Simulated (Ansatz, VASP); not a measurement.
**BAs in VASP and in Ansatz**

The input INCAR:

```
SYSTEM = BAs
PREC = Accurate
ENCUT = 500
EDIFF = 1E-6
ISMEAR = -1
SIGMA = 0.05
LREAL = .False.
LASPH = .True.
NELM = 120
ALGO = Normal
ISIF = 2
LWAVE = .False.
LCHARG = .False.
GGA = PS
NBANDS = 11
GGA_COMPAT = .False.
```

The input KPOINTS:

```
Automatic mesh
0
Gamma
  14 14 14
  0 0 0
```

File POSCAR:

```
BAs
1.0
    0.0000000000      2.0542934330      2.0542934330
    2.0542934330      0.0000000000      2.0542934330
    2.0542934330      2.0542934330      0.0000000000
B As
1 1
Direct
    0.0000000000      0.0000000000      0.0000000000
    0.2500000000      0.2500000000      0.2500000000
```

Input for Ansatz:

```yaml
crystal:
  lattice:
    - [0.0, 2.054293433, 2.054293433]
    - [2.054293433, 0.0, 2.054293433]
    - [2.054293433, 2.054293433, 0.0]
  atoms:
    - { symbol: B, position: [0.0, 0.0, 0.0] }
    - { symbol: As, position: [0.25, 0.25, 0.25] }
kpoints:
  mp_grid: { grid: [14, 14, 14] }
scf:
  occupations: { method: fermi_dirac, width: 0.05 }
hamiltonian:
  xc: pbesol
  pseudopotentials: { kind: all_electron, lapw: { basis_error: 0.001 } }
output:
  forces: true
  stress: true
  eigenvalues: true
  populations: true
```

Change from the starting cell: volume scaled by 0.64, LAPW.

Alike in both runs: task single point; functional PBEsol; k mesh 14 × 14 × 14; occupations fermi-dirac, width 0.05 eV; no spin polarisation.

```csv
,VASP,Ansatz
version,VASP 6.6.1,Ansatz 0.2.0
potentials or method,"VASP PAW PBE potentials, release 64 (B, As), cutoff 500 eV","all-electron LAPW, scalar-relativistic"
```

Ansatz gave:

| Item | Value |
| --- | --- |
| pressure (GPa) | 150.7 |

Task: Which values does VASP return?

Result: Pressure (GPa): 156.7.

VASP's potentials were made for PBE, not for PBEsol. Both programs put the cell under a high pressure, so it lies far from rest at this level. Ansatz ran all-electron here, and VASP with PAW potentials.

Noted on VASP's run: the cell as given lies far from equilibrium.
